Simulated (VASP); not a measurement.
Write the native input for VASP 6.6.1 that does the following.

```
Task                   : single point
Functional             : PBE
Dispersion             : D3(BJ)
Potentials or basis    : VASP PAW PBE potentials, release 64 (Tl_d)
Cutoff                 : 520 eV
k mesh                 : 18 × 18 × 18
Occupations            : gaussian, width 0.15 eV
Spin                   : no spin polarisation
Dipole correction      : no
Further INCAR settings : ALGO = Fast; EDIFF = 1e-06; NBANDS = 12
```

The structure of Tl lies in POSCAR:

```
Tl
1.0
   -1.9410000000      1.9410000000      1.8924750000
    1.9410000000     -1.9410000000      1.8924750000
    1.9410000000      1.9410000000     -1.8924750000
Tl
1
Direct
    0.0000000000      0.0000000000      0.0000000000
```

This cell differs from its parent crystal: strain +0.000 along x and y, -0.025 along z.

One way to write it, as run:

INCAR

```
  PREC = Accurate
  ENCUT = 520
  EDIFF = 1E-6
  ISMEAR = 0
  SIGMA = 0.15
  LREAL = False
  LASPH = True
  NELM = 100
  ALGO = Fast
  ISIF = 2
  LWAVE = False
  LCHARG = True
  GGA = PE
  IVDW = 12
  LELF = True
  LVHAR = True
  NBANDS = 12
```

KPOINTS

```
regular mesh
0
Gamma
  18 18 18
```

Potentials or basis: VASP PAW PBE potentials, release 64 (Tl_d).

Command:

```sh
$ cat potpaw_PBE.64/Tl_d/POTCAR > POTCAR
$ mpirun -np 1 vasp_std > vasp.out
```

Results of the run:

- Pressure: 1.2 GPa
- Band gap on the k mesh: zero (an odd number of electrons rules out a gap without spin polarisation)
- Dispersion energy per atom: -0.343 eV

Caveat: the cell differs from its parent crystal (strain +0.000 along x and y, -0.025 along z); spin-orbit coupling is left out, which moves the levels of the heavy elements.

It took 84 s on 1 thread of AMD EPYC 9R45 96-Core Processor (Zen 5), with other jobs on the host, peak memory 0.26 GiB.
